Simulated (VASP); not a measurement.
# ZnS (R3m) in VASP: further runs

The runs below take ZnS through electric field gradients, with PBEsol.

Everything below comes from runs of VASP 6.6.1. Logs are shortened: lines on timing, memory, paths and dates and some standing lists are left out, and cuts for length are marked.

## (1) The cell of the first run

Symmetry: R3m, No. 160, trigonal system. The conventional cell has a = 3.863 Å, b = 3.863 Å, c = 9.182 Å, α = 90.00°, β = 90.00°, γ = 120.00°. Zn (site symmetry 3m) has 4 S at 2.30 to 2.36 Å within 3.0 Å. S (site symmetry 3m) has 4 Zn at 2.30 to 2.36 Å within 3.0 Å.

## (2) Electric field gradients, PBEsol (equal xy, yz and zx shear strains of -2 %)

INCAR reads:

```
SYSTEM = ZnS
ALGO = Normal
EDIFF = 1E-8
ENCUT = 520
GGA = PS
ISIF = 2
ISMEAR = -1
LASPH = .TRUE.
LCHARG = .FALSE.
LEFG = .TRUE.
LREAL = .FALSE.
LWAVE = .FALSE.
NBANDS = 16
NELM = 80
PREC = Accurate
SIGMA = 0.01
```

KPOINTS reads:

```
k-points
0
G
  8 8 8
  0 0 0
```

POSCAR reads:

```
ZnS
1.0
   -0.0540930000      2.6776035000      2.6776035000
    2.6776035000     -0.0540930000      2.6776035000
    2.6776035000      2.6776035000     -0.0540930000
Zn S
1 1
Direct
    0.0000000000      0.0000000000      0.0000000000
    0.7500000000      0.7500000000      0.7500000000
```

Potentials or basis: VASP PAW PBE potentials, release 64 (Zn, S).

Started as:

```console
$ cat potpaw_PBE.64/Zn/POTCAR potpaw_PBE.64/S/POTCAR > POTCAR
$ mpirun -np 1 vasp_std > vasp.out
```

OUTCAR:

```text
SYSTEM = ZnS
   EDIFF = 1E-8
   ENCUT = 520
   GGA = PS
   ISIF = 2
   ISMEAR = -1
   LASPH = .TRUE.
   LREAL = .FALSE.
   NELM = 80
   PREC = Accurate

 ion  position               nearest neighbor table
   1  0.000  0.000  0.000-   2 2.30   2 2.36   2 2.36   2 2.36
   2  0.750  0.750  0.750-   1 2.30   1 2.36   1 2.36   1 2.36

  LATTYP: Found a trigonal (rhomboedric) cell.
 ALAT       =     3.7870895235
 COS(alpha) =     0.4797000918

  Lattice vectors:

 A1 = (  -0.0540930000,   2.6776035000,   2.6776035000)
 A2 = (   2.6776035000,  -0.0540930000,   2.6776035000)
 A3 = (   2.6776035000,   2.6776035000,  -0.0540930000)

Analysis of symmetry for initial positions (statically):
=====================================================================
 Subroutine PRICEL returns:
 Original cell was already a primitive cell.

 Routine SETGRP: Setting up the symmetry group for a
 trigonal (rhombohedral) supercell.

 Subroutine GETGRP returns: Found  6 space group operations
 (whereof  6 operations were pure point group operations)
 out of a pool of 12 trial point group operations.

The static configuration has the point symmetry C_3v.

Analysis of symmetry for dynamics (positions and initial velocities):
=====================================================================
 Subroutine PRICEL returns:
 Original cell was already a primitive cell.

 Routine SETGRP: Setting up the symmetry group for a
 trigonal (rhombohedral) supercell.

 Subroutine GETGRP returns: Found  6 space group operations
 (whereof  6 operations were pure point group operations)
 out of a pool of 12 trial point group operations.

The dynamic configuration has the point symmetry C_3v.

 Subroutine INISYM returns: Found  6 space group operations
 (whereof  6 operations are pure point group operations),
 and found     1 'primitive' translations

----------------------------------------------------------------------------------------

                                     Primitive cell

  volume of cell :      39.5578

  direct lattice vectors                    reciprocal lattice vectors
    -0.054093000  2.677603500  2.677603500    -0.181168720  0.184904158  0.184904158
     2.677603500 -0.054093000  2.677603500     0.184904158 -0.181168720  0.184904158
[... 117 lines left out ...]
  energy-cutoff  :      520.00
  volume of cell :       39.56
 maximum number of plane-waves:      1080
   NGX = 15   NGY = 15   NGZ = 15

 number of electron      17.9999991 magnetization

 Free energy of the ion-electron system (eV)
  ---------------------------------------------------
  ext. energy  EPLUGINS =         0.00000000
  ---------------------------------------------------
  free energy    TOTEN  =        -7.57212234 eV

  energy without entropy =       -7.57212234  energy(sigma->0) =       -7.57212234

 E-fermi :   2.2533     XC(G=0):  -9.8369

 val. band max:        2.0514329356   @ k =   0.0000   0.0000   0.0000
 cond. band min:       3.9449844418   @ k =   0.0000   0.0000   0.0000
 fundamental gap:      1.8935515062
 Fermi energy:         2.2533426036

 k-point     1 :       0.0000    0.0000    0.0000
  band No.  band energies     occupation
      1     -11.1502      2.00000
      2      -4.3905      2.00000
      3      -4.3666      2.00000
      4      -4.3666      2.00000
      5      -3.8777      2.00000
      6      -3.8777      2.00000
[... 433 lines left out ...]
      3      -4.2715      2.00000
      4      -4.2398      2.00000
      5      -3.8967      2.00000
      6      -3.8452      2.00000
[... 8 lines left out ...]
     15      14.4079      0.00000
     16      15.3112      0.00000

 [... further k-points ...]
[... 5 lines left out ...]
  --------------------------------------------------------------------------------------
  -------------------------------------------------------------------------------------
  Total       -0.4590762     -0.4590762     -0.4590762      0.3443149      0.3443149      0.3443149
  in kB      -18.5935931    -18.5935931    -18.5935931     13.9455086     13.9455086     13.9455086
  external PRESSURE =     -18.5935931 kB  Pullay stress =       0.0000000 kB

 VOLUME and BASIS-vectors are now :
 -----------------------------------------------------------------------------
  energy-cutoff  :      520.00
  volume of cell :       39.56
      direct lattice vectors                 reciprocal lattice vectors
    -0.054093000  2.677603500  2.677603500    -0.181168720  0.184904158  0.184904158
     2.677603500 -0.054093000  2.677603500     0.184904158 -0.181168720  0.184904158
     2.677603500  2.677603500 -0.054093000     0.184904158  0.184904158 -0.181168720

 POSITION                                       TOTAL-FORCE (eV/Angst)
 -----------------------------------------------------------------------------------
      0.00000      0.00000      0.00000         0.117199      0.117199      0.117199
      3.97584      3.97584      3.97584        -0.117199     -0.117199     -0.117199
 -----------------------------------------------------------------------------------
    total drift:                                0.000030      0.000030      0.000030

  FREE ENERGIE OF THE ION-ELECTRON SYSTEM (eV)
  ---------------------------------------------------
  free  energy   TOTEN  =        -7.5721223380 eV

  energy  without entropy=       -7.5721223380  energy(sigma->0) =       -7.57212234

 Electric field gradients (V/A^2)
---------------------------------------------------------------------
 ion       V_xx      V_yy      V_zz      V_xy      V_xz      V_yz
---------------------------------------------------------------------
   1      -0.000    -0.000     0.000    -6.395    -6.395    -6.395
   2      -0.000    -0.000     0.000    -3.149    -3.149    -3.149
---------------------------------------------------------------------

 Electric field gradients after diagonalization (V/A^2)
 (convention: |V_zz| > |V_xx| > |V_yy|)
----------------------------------------------------------------------
 ion       V_xx      V_yy      V_zz     asymmetry (V_yy - V_xx)/ V_zz
----------------------------------------------------------------------
   1       6.395     6.395   -12.790       0.000
   2       3.149     3.149    -6.298       0.000
----------------------------------------------------------------------

           NMR quadrupolar parameters

 Cq : quadrupolar parameter    Cq=e*Q*V_zz/h
 eta: asymmetry parameters     (V_yy - V_xx)/ V_zz
 Q  : nuclear electric quadrupole moment in mb (millibarn)
----------------------------------------------------------------------
 ion       Cq(MHz)       eta       Q (mb)
----------------------------------------------------------------------
   1      -0.031       0.000       1.000
   2      -0.015       0.000       1.000
----------------------------------------------------------------------
```

It took 21 s on 1 thread of Intel Xeon 6975P-C (Granite Rapids), shared host; peak memory 0.17 GiB.

What came out:

* Free energy: -7.5721 eV
* Pressure: -1.9 GPa
* Largest force: 0.203 eV/Å
* Band gap on the k mesh: 1.89 eV
* Largest electric field gradient by atom: Zn -12.8; S -6.3 V/Å²

Forces on the atoms (eV/Å):
```
Zn   0.117  0.117  0.117
S   -0.117 -0.117 -0.117
```

Stress tensor (GPa, compression positive):
```
-1.86  1.39  1.39
 1.39 -1.86  1.39
 1.39  1.39 -1.86
```

Levels at points of the mesh, in eV from the valence-band top:
```csv
k point,band 6,band 7,band 8,band 9,band 10,band 11,band 12,band 13
"(0.00, 0.00, 0.00)",-5.93,-0.10,-0.10,0.00,1.89,6.11,6.11,6.56
"(0.50, 0.00, 0.00)",-5.74,-5.40,-0.91,-0.88,3.19,6.68,6.97,8.59
"(0.50, 0.50, 0.00)",-5.71,-4.66,-2.40,-2.20,3.16,3.93,10.68,11.75
"(0.50, 0.50, 0.50)",-5.71,-5.42,-1.05,-1.05,2.95,6.64,6.64,8.70
```

Electric field gradients, principal values (V/Å²):
```tsv
atom	least	middle	greatest (by size)
1 Zn	6.395	6.395	-12.790
2 S	3.149	3.149	-6.298
```

Caveat: the cell differs from its parent crystal (equal xy, yz and zx shear strains of -2 %); without QUAD_EFG the Cq values of the log hold for a quadrupole moment of 1 mb, not for the nuclei; the PAW data sets were made with another functional, which shifts forces and pressure a little.

## (3) Electric field gradients, PBEsol (equal xy, yz and zx shear strains of -2 %)

INCAR reads:

```
ALGO = Normal
EDIFF = 1E-8
ENCUT = 520
GGA = PS
ISIF = 2
ISMEAR = -1
LASPH = T
LCHARG = F
LEFG = T
LREAL = F
LWAVE = F
NBANDS = 16
NELM = 60
PREC = Accurate
SIGMA = 0.01
```

KPOINTS reads:

```
k-points
0
Gamma
  8 8 8
```

POSCAR is that of step 2.

Potentials or basis: VASP PAW PBE potentials, release 64 (Zn, S).

Started as:

```console
$ cat potpaw_PBE.64/Zn/POTCAR potpaw_PBE.64/S/POTCAR > POTCAR
$ mpirun -np 1 vasp_std > vasp.out
```

OUTCAR:

```text
EDIFF = 1E-8
   ENCUT = 520
   GGA = PS
   ISIF = 2
   ISMEAR = -1
   LASPH = T
   LREAL = F
   NELM = 60
   PREC = Accurate

 ion  position               nearest neighbor table
   1  0.000  0.000  0.000-   2 2.30   2 2.36   2 2.36   2 2.36
   2  0.750  0.750  0.750-   1 2.30   1 2.36   1 2.36   1 2.36

  LATTYP: Found a trigonal (rhomboedric) cell.
 ALAT       =     3.7870895235
 COS(alpha) =     0.4797000918

  Lattice vectors:

 A1 = (  -0.0540930000,   2.6776035000,   2.6776035000)
 A2 = (   2.6776035000,  -0.0540930000,   2.6776035000)
[... 668 lines left out ...]
  free  energy   TOTEN  =        -7.5721223380 eV

  energy  without entropy=       -7.5721223380  energy(sigma->0) =       -7.57212234

 Electric field gradients (V/A^2)
---------------------------------------------------------------------
 ion       V_xx      V_yy      V_zz      V_xy      V_xz      V_yz
---------------------------------------------------------------------
   1      -0.000    -0.000     0.000    -6.395    -6.395    -6.395
   2      -0.000    -0.000     0.000    -3.149    -3.149    -3.149
---------------------------------------------------------------------

 Electric field gradients after diagonalization (V/A^2)
 (convention: |V_zz| > |V_xx| > |V_yy|)
----------------------------------------------------------------------
 ion       V_xx      V_yy      V_zz     asymmetry (V_yy - V_xx)/ V_zz
----------------------------------------------------------------------
   1       6.395     6.395   -12.790       0.000
   2       3.149     3.149    -6.298       0.000
----------------------------------------------------------------------

           NMR quadrupolar parameters

 Cq : quadrupolar parameter    Cq=e*Q*V_zz/h
 eta: asymmetry parameters     (V_yy - V_xx)/ V_zz
 Q  : nuclear electric quadrupole moment in mb (millibarn)
----------------------------------------------------------------------
 ion       Cq(MHz)       eta       Q (mb)
----------------------------------------------------------------------
   1      -0.031       0.000       1.000
   2      -0.015       0.000       1.000
----------------------------------------------------------------------
```

OSZICAR:

```text
N       E                     dE             d eps       ncg     rms          rms(c)
DAV:   1     0.872659303097E+02    0.87266E+02   -0.88481E+03  2096   0.133E+03
DAV:   2    -0.215294025591E+01   -0.89419E+02   -0.83525E+02  2360   0.259E+02
DAV:   3    -0.791731349138E+01   -0.57644E+01   -0.57380E+01  2624   0.637E+01
DAV:   4    -0.797790784766E+01   -0.60594E-01   -0.60581E-01  2512   0.674E+00
DAV:   5    -0.797859841195E+01   -0.69056E-03   -0.69054E-03  2648   0.699E-01    0.665E+00
DAV:   6    -0.759519688321E+01    0.38340E+00   -0.78483E-01  3040   0.323E+01    0.523E+00
DAV:   7    -0.757555428920E+01    0.19643E-01   -0.23191E-01  2528   0.472E+00    0.252E+00
DAV:   8    -0.757221559837E+01    0.33387E-02   -0.50495E-03  2976   0.880E-01    0.589E-01
DAV:   9    -0.757204309118E+01    0.17251E-03   -0.92681E-04  2592   0.265E-01    0.941E-02
DAV:  10    -0.757213106592E+01   -0.87975E-04   -0.15999E-04  2616   0.922E-02    0.252E-02
DAV:  11    -0.757212198866E+01    0.90773E-05   -0.27123E-05  2432   0.417E-02    0.716E-03
DAV:  12    -0.757212237379E+01   -0.38512E-06   -0.30395E-06  2632   0.182E-02    0.414E-03
DAV:  13    -0.757212235667E+01    0.17112E-07   -0.20726E-07  2648   0.454E-03    0.111E-03
DAV:  14    -0.757212233988E+01    0.16795E-07   -0.35769E-08  2712   0.244E-03    0.909E-04
DAV:  15    -0.757212233799E+01    0.18877E-08   -0.60357E-09  1592   0.596E-04
   1 F= -.75721223E+01 E0= -.75721223E+01  d E =-.140987E-11
```

stdout:

```text
POSCAR found type information on POSCAR ZnS
 POSCAR found :  2 types and       2 ions
 scaLAPACK will be used
 -----------------------------------------------------------------------------
|                                                                             |
|                                                                             |
|     You enforced a specific xc type in the INCAR file but a different       |
|     I HOPE YOU KNOW WHAT YOU ARE DOING!                                     |
|                                                                             |
 -----------------------------------------------------------------------------

 LDA part: xc-table for (Slater+PW92), standard interpolation
 POSCAR, INCAR and KPOINTS ok, starting setup
 FFT: planning ... GRIDC
 FFT: planning ... GRID_SOFT
 FFT: planning ... GRID
 WAVECAR not read
 entering main loop
ion   1

ion   2
```

It took 20 s on 1 thread of Intel Xeon 6975P-C (Granite Rapids), shared host; peak memory 0.17 GiB.

Results:

| Quantity | Value |
| --- | --- |
| Free energy | -7.5721 eV |
| Pressure | -1.9 GPa |
| Largest force | 0.203 eV/Å |
| Band gap on the k mesh | 1.89 eV |
| Largest electric field gradient by atom | Zn -12.8; S -6.3 V/Å² |

Forces on the atoms (eV/Å):
```
Zn   0.117  0.117  0.117
S   -0.117 -0.117 -0.117
```

Stress tensor (GPa, compression positive):
```
-1.86  1.39  1.39
 1.39 -1.86  1.39
 1.39  1.39 -1.86
```

Levels at points of the mesh, in eV from the valence-band top:
```csv
k point,band 5,band 6,band 7,band 8,band 9,band 10,band 11,band 12,band 13,band 14
"(0.00, 0.00, 0.00)",-5.93,-5.93,-0.10,-0.10,0.00,1.89,6.11,6.11,6.56,11.57
"(0.50, 0.00, 0.00)",-5.90,-5.74,-5.40,-0.91,-0.88,3.19,6.68,6.97,8.59,11.91
"(0.50, 0.50, 0.00)",-5.85,-5.71,-4.66,-2.40,-2.20,3.16,3.93,10.68,11.75,11.88
"(0.50, 0.50, 0.50)",-5.90,-5.71,-5.42,-1.05,-1.05,2.95,6.64,6.64,8.70,11.84
```

Electric field gradients, principal values (V/Å²):
```
atom  least  middle  greatest (by size)
1 Zn  6.395   6.395             -12.790
 2 S  3.149   3.149              -6.298
```

Caveat: the cell differs from its parent crystal (equal xy, yz and zx shear strains of -2 %); without QUAD_EFG the Cq values of the log hold for a quadrupole moment of 1 mb, not for the nuclei; the PAW data sets were made with another functional, which shifts forces and pressure a little.

(Part 1 of 2 ends here.)
